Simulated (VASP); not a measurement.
Here is a VASP 6.6.1 calculation.

The input INCAR:

```
SYSTEM = Sr2Y
ALGO = Normal ; EDIFF = 1E-6
ENCUT = 520 ; GGA = PE
ISIF = 2 ; ISMEAR = 0
LASPH = .TRUE. ; LCHARG = .FALSE.
LREAL = .FALSE. ; LWAVE = .FALSE.
NBANDS = 22 ; NELM = 80
PREC = Accurate ; SIGMA = 0.1
```

Contents of KPOINTS:

```
k-points
0
G
  6 6 4
  0 0 0
```

The input POSCAR:

```
Sr2Y
1.0
    6.3343690642      0.0000000000      0.0000000000
   -3.1671845321      5.4857245265      0.0000000000
    0.0000000000      0.0000000000      3.7458740184
Sr Y
2 1
Direct
    0.3333333333      0.6666666667      0.5000000000
    0.6666666667      0.3333333333      0.5000000000
    0.0000000000      0.0000000000      0.0000000000
```

Potentials or basis: VASP PAW PBE potentials, release 64 (Sr_sv, Y_sv).

Run with:

```sh
$ cat potpaw_PBE.64/Sr_sv/POTCAR potpaw_PBE.64/Y_sv/POTCAR > POTCAR
$ mpirun -np 1 vasp_std > vasp.out
```

Task: Predict the band gap on the k mesh.

Result: Zero (an odd number of electrons rules out a gap without spin polarisation).

Task: What does it give for the pressure?

Result: 0.1 GPa.

Stress tensor (GPa, compression positive):
```
 0.28  0.00  0.00
 0.00  0.28  0.00
 0.00  0.00 -0.23
```

Caveat: the k points lie up to 0.42 Å⁻¹ apart, too coarse for converged energies and pressures of a metal.
